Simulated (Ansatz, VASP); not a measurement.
Two plane-wave programs on Mo

```xyz
2
Lattice="0.0000 2.9191 2.9191 2.9191 0.0000 2.9191 2.9191 2.9191 0.0000" Properties=species:S:1:pos:R:3 pbc="T T T"
Mo    0.7298    0.7298    0.7298
Mo    5.1084    5.1084    5.1084
```

Alike in both runs: task single point; functional PBE; k mesh 11 × 11 × 11; occupations fermi-dirac, width 0.1 eV; no spin polarisation.

|  | VASP | Ansatz |
| --- | --- | --- |
| version | VASP 6.6.1 | Ansatz 0.2.0 |
| potentials or method | VASP PAW PBE potentials, release 64 (Mo_sv), cutoff 520 eV | plane waves (420 eV) with PAW, scalar-relativistic |
| valence electrons in the cell | 28 | 28 |

```csv
,VASP,Ansatz,Ansatz less VASP
pressure (GPa),-6.7,-7.0,-0.21
```
